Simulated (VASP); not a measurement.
Wanted: the native input for a VASP 6.6.1 run.

```
Task                   : single point
Functional             : LDA
Potentials or basis    : VASP PAW LDA potentials, release 64 (K_sv)
Cutoff                 : 520 eV
k mesh                 : 13 × 13 × 13
Occupations            : fermi-dirac, width 0.1 eV
Spin                   : no spin polarisation
Dipole correction      : no
Further INCAR settings : ALGO = Normal; EDIFF = 1e-07; NBANDS = 10
```

The structure of K lies in POSCAR:

```
K
1.0
    3.9903292836      0.0000000000      0.0000000000
    0.0000000000      3.9903292836      0.0000000000
    0.0000000000      0.0000000000      3.9903292836
K
1
Direct
    0.0000000000      0.0000000000      0.0000000000
```

This cell differs from its parent crystal: volume scaled by 0.92.

The input as run:

INCAR

```
PREC = Accurate
ENCUT = 520
EDIFF = 1E-7
ISMEAR = -1
SIGMA = 0.1
LREAL = F
LASPH = T
NELM = 100
ALGO = Normal
ISIF = 2
LWAVE = F
LCHARG = F
NBANDS = 10
```

KPOINTS

```
regular mesh
0
Gamma
  13 13 13
```

Potentials or basis: VASP PAW LDA potentials, release 64 (K_sv).

Run with:

```bash
$ cat potpaw_LDA.64/K_sv/POTCAR > POTCAR
$ mpirun -np 1 vasp_std > vasp.out
```

Results of the run:

```
Pressure : 0.3 GPa
```

It took 21 s on 1 thread of AMD EPYC 9R14 (Zen 4), with other jobs on the host, peak memory 0.14 GiB.
